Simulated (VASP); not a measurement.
A run of VASP 6.6.1 is set up as follows.

Contents of INCAR:

```
SYSTEM = Ag
ALGO     = Normal         ! electronic algorithm
EDIFF    = 1E-7           ! SCF threshold, eV
ENCUT    = 520            ! plane-wave cutoff, eV
GGA      = PE             ! functional
ISIF     = 2              ! what is computed and relaxed
ISMEAR   = 0              ! smearing method
LASPH    = .TRUE.         ! aspherical terms in the spheres
LCHARG   = .FALSE.        ! write CHGCAR
LREAL    = .FALSE.        ! projectors in reciprocal space
LWAVE    = .FALSE.        ! write WAVECAR
NBANDS   = 12             ! bands
NELM     = 100            ! most SCF steps
PREC     = Accurate       ! precision mode
SIGMA    = 0.15           ! smearing width, eV
```

Contents of KPOINTS:

```
k-points
0
G
  20 20 20
  0 0 0
```

Contents of POSCAR:

```
Ag
1.0
    0.0000000000      1.7366350000      2.0431000000
    1.7366350000      0.0000000000      2.0431000000
    1.7366350000      1.7366350000      0.0000000000
Ag
1
Direct
    0.0000000000      0.0000000000      0.0000000000
```

Potentials or basis: VASP PAW PBE potentials, release 64 (Ag).

Run with:

```bash
$ cat potpaw_PBE.64/Ag/POTCAR > POTCAR
$ mpirun -np 1 vasp_std > vasp.out
```

Q: Predict the pressure.

A: 99.3 GPa.

Q: What does it give for the band gap on the k mesh?

A: Zero (an odd number of electrons rules out a gap without spin polarisation).

Stress tensor (GPa, compression positive):
```
110.75   0.00   0.00
  0.00 110.75   0.00
  0.00   0.00  76.35
```

Caveat: the cell differs from its parent crystal (strain -0.1500 x Voigt [1, 1, 0, 0, 0, 0]); the stress differs along the axes, from 76 to 111 GPa.
